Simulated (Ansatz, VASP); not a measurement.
One calculation of S, two programs

```
CELL_PARAMETERS angstrom
-1.54765 1.54765 1.54765
1.54765 -1.54765 1.54765
1.54765 1.54765 -1.54765
ATOMIC_POSITIONS crystal
S 0.00000 0.00000 0.00000
```

Alike in both runs: functional PBEsol; k mesh 8 × 8 × 8; occupations gaussian, width 0.1 eV; no spin polarisation.

Ansatz relaxed the structure, and its values are those at the end. VASP's run is a single point on that final structure, the one shown.

```csv
,VASP,Ansatz
version,VASP 6.6.1,Ansatz 0.2.0
potentials or method,"VASP PAW PBE potentials, release 64 (S), cutoff 500 eV","scalar-relativistic, plane waves, PAW"
valence electrons in the cell,6,6
```

```csv
,VASP,Ansatz,Ansatz less VASP
gap on the k mesh at the Fermi level (eV),none,none,-
pressure (GPa),0.1,0.0,-0.06
```

VASP's potentials were made for PBE, not for PBEsol. A gap of «none» marks a metal or a gap that the smearing closes.
